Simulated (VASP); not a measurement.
Input of a VASP 6.6.1 run:

INCAR

```
PREC = Accurate
ENCUT = 520
EDIFF = 1E-6
ISMEAR = -1
SIGMA = 0.05
LREAL = False
LASPH = True
NELM = 80
ALGO = Normal
ISIF = 2
LWAVE = False
LCHARG = True
GGA = CA
LELF = True
LVHAR = True
NBANDS = 20
```

KPOINTS

```
Automatic mesh
0
Gamma
  9 9 9
```

Contents of POSCAR:

```
PbO2
1.0
    0.0000000000      2.6654741181      2.6654741181
    2.6654741181      0.0000000000      2.6654741181
    2.6654741181      2.6654741181      0.0000000000
Pb O
1 2
Direct
    0.0000000000      0.0000000000      0.0000000000
    0.7500000000      0.7500000000      0.7500000000
    0.2500000000      0.2500000000      0.2500000000
```

Potentials or basis: VASP PAW LDA potentials, release 64 (Pb_d, O).

Run with:

```bash
$ cat potpaw_LDA.64/Pb_d/POTCAR potpaw_LDA.64/O/POTCAR > POTCAR
$ mpirun -np 1 vasp_std > vasp.out
```

(1) What does it give for the pressure?

(2) Estimate the band gap on the k mesh.

## Answers

(1) -4.3 GPa.

(2) zero (band 13 reaches 5.83 eV, above the bottom of band 14 at 4.57 eV).

Caveat: spin-orbit coupling is left out, which moves the levels of the heavy elements.
